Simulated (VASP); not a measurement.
Input of a VASP 6.6.1 run:

INCAR

```
SYSTEM = InSe
  PREC = Accurate
  ENCUT = 520
  EDIFF = 1E-7
  ISMEAR = -1
  SIGMA = 0.05
  LREAL = .FALSE.
  LASPH = .TRUE.
  NELM = 100
  ALGO = Normal
  ISIF = 2
  LWAVE = .FALSE.
  LCHARG = .FALSE.
  GGA = PE
  NBANDS = 16
```

File KPOINTS:

```
regular mesh
0
G
  10 10 10
  0 0 0
```

POSCAR

```
InSe
1.0
    3.6320400000      0.0000000000      0.0000000000
    0.0000000000      3.6320400000      0.0000000000
    0.0000000000      0.0000000000      3.6320400000
In Se
1 1
Direct
    0.5000000000      0.5000000000      0.5000000000
    0.0000000000      0.0000000000      0.0000000000
```

Potentials or basis: VASP PAW PBE potentials, release 64 (In_d, Se).

Run with:

```sh
$ cat potpaw_PBE.64/In_d/POTCAR potpaw_PBE.64/Se/POTCAR > POTCAR
$ mpirun -np 1 vasp_std > vasp.out
```

Problem. What does it give for the pressure?

Solution. 0.0 GPa.

Problem. Estimate the band gap on the k mesh.

Solution. Zero (an odd number of electrons rules out a gap without spin polarisation).

Caveat: spin-orbit coupling is left out, which moves the levels of the heavy elements.
